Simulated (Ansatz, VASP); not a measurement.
# One calculation of MoH3, two programs

File INCAR:

```
PREC = Accurate
ENCUT = 600
EDIFF = 1E-6
ISMEAR = 0
SIGMA = 0.1
LREAL = F
LASPH = T
NELM = 60
ALGO = Normal
ISIF = 3
LWAVE = F
LCHARG = F
GGA = PE
IBRION = 2
NSW = 90
EDIFFG = -0.04
```

File KPOINTS:

```
Automatic mesh
0
Gamma
  4 4 6
```

File POSCAR:

```
MoH3
1.0
    4.7824109500      0.0000000000      0.0000000000
    0.0000000000      4.7824109500      0.0000000000
    0.0000000000      0.0000000000      3.4061414300
H Mo
6 2
Direct
    0.7630860100      0.2630860100      0.0000000000
    0.2369139900      0.7369139900      0.0000000000
    0.2630860100      0.2369139900      0.0000000000
    0.7369139900      0.7630860100      0.0000000000
    0.5000000000      0.5000000000      0.5000000000
    0.0000000000      0.0000000000      0.5000000000
    0.0000000000      0.5000000000      0.5000000000
    0.5000000000      0.0000000000      0.5000000000
```

Input for Ansatz:

```yaml
crystal:
  lattice:
    - [4.78241095, 0.0, 0.0]
    - [0.0, 4.78241095, 0.0]
    - [0.0, 0.0, 3.40614143]
  atoms:
    - { symbol: H, position: [0.76308601, 0.26308601, 0.0] }
    - { symbol: H, position: [0.23691399, 0.73691399, 0.0] }
    - { symbol: H, position: [0.26308601, 0.23691399, 0.0] }
    - { symbol: H, position: [0.73691399, 0.76308601, 0.0] }
    - { symbol: H, position: [0.5, 0.5, 0.5] }
    - { symbol: H, position: [0.0, 0.0, 0.5] }
    - { symbol: Mo, position: [0.0, 0.5, 0.5] }
    - { symbol: Mo, position: [0.5, 0.0, 0.5] }
basis:
  ecutwfc: 420
kpoints:
  mp_grid: { grid: [4, 4, 6] }
hamiltonian:
  xc: pbe
scf:
  occupations: { method: gaussian, width: 0.1 }
  lower_state_search: "off"
output:
  forces: true
  stress: true
  eigenvalues: true
relax:
  adjacent_minimum: "off"
  f_tol: 0.04
  max_steps: 70
  cell: { stress_tol: 0.4 }
```

Change from the starting cell: species swapped into the AlPt3 type (P4/mbm, No. 127).

Alike in both runs: task relaxation of cell and atoms; functional PBE; k mesh 4 × 4 × 6; occupations gaussian, width 0.1 eV; no spin polarisation.

|  | VASP | Ansatz |
| --- | --- | --- |
| version | VASP 6.6.1 | Ansatz 0.2.0 |
| potentials or method | VASP PAW PBE potentials, release 64 (H, Mo_sv), cutoff 600 eV | scalar-relativistic, plane waves, PAW |
| valence electrons in the cell | 34 | 34 |

```csv
,VASP,Ansatz,Ansatz less VASP
"gap on the k mesh at the Fermi level, each at its own relaxed structure (eV)",none,none,-
relaxed volume (Å³/atom),6.15,6.14,-0.003
relaxed cell length with the largest relative difference (Å),2.953,2.936,-0.0178
```

A gap of «none» marks a metal or a gap that the smearing closes.

Noted on VASP's run: the volume moved by over 15 % at a fixed basis, so the end points are rough.
